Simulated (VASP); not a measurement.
Runs of VASP 6.6.1 on ZrH2. The structure is that of space group Fm-3m (No. 225), or close to it. The cells are those of the table. 

```csv
cell,gap on the mesh (eV),pressure (GPa)
"a = 3.320 Å, angles 60.0°, 3 atoms",none,6.8
"a = 3.290 Å, angles 60.0°, 3 atoms",none,11.7
"a = 3.379 Å, angles 60.0°, 3 atoms",none,-1.3
"a = 3.517 Å, angles 60.0°, 3 atoms",none,-14.3
"a = 3.407 Å, angles 60.0°, 3 atoms",none,(b)
"a = 3.435 Å, angles 60.0°, 3 atoms",none,-7.5
"a = 3.490 Å, angles 60.0°, 3 atoms",none,-12.4
"a = 3.349 Å, angles 60.0°, 3 atoms",none,(c)
"a = 3.463 Å, angles 60.0°, 3 atoms",none,(a)
```

Alike in all rows: task single point; level PBEsol; potentials or basis VASP PAW PBE potentials, release 64 (Zr_sv, H); no spin polarisation; k mesh 8 × 8 × 8; cutoff (eV) 520; smearing gaussian 0.01 eV.

Question: Estimate the missing entries.

Answer: (a) -10.1; (b) -4.6; (c) 2.5.

Caveats: the PAW data sets were made with another functional, which shifts forces and pressure a little; the cell stands under tension (at least some runs); the cell stands under pressure (at least some runs).

A k mesh can miss the band edges, and the runs leave out spin-orbit coupling on Zr.

A gap of «none» marks levels without a gap at the run's occupations.
